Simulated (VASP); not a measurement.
Al:

```xyz
1
Lattice="-1.5805 1.5805 1.5805 1.5805 -1.5805 1.5805 1.5805 1.5805 -1.5805" Properties=species:S:1:pos:R:3 pbc="T T T"
Al    0.0000    0.0000    0.0000
```

Base run:

```yaml
Program: VASP 6.6.1
Functional: PBE0
Potentials_or_basis: VASP PAW PBE potentials, release 64 (Al)
Cutoff: 520 eV
k_mesh: 8 × 8 × 8
Occupations: fermi-dirac, width 0.05 eV
Spin: no spin polarisation
```

Its results: pressure 4.1 GPa.

Q: The run is repeated on the same cell with these changes: cutoff from 520 eV to 400 eV; k mesh from 8 × 8 × 8 to 6 × 6 × 6. What comes out?

A: Pressure 5.1 GPa.

Caveats: some runs use coarse meshes; the PAW data sets were made with another functional, which shifts forces and pressure a little.
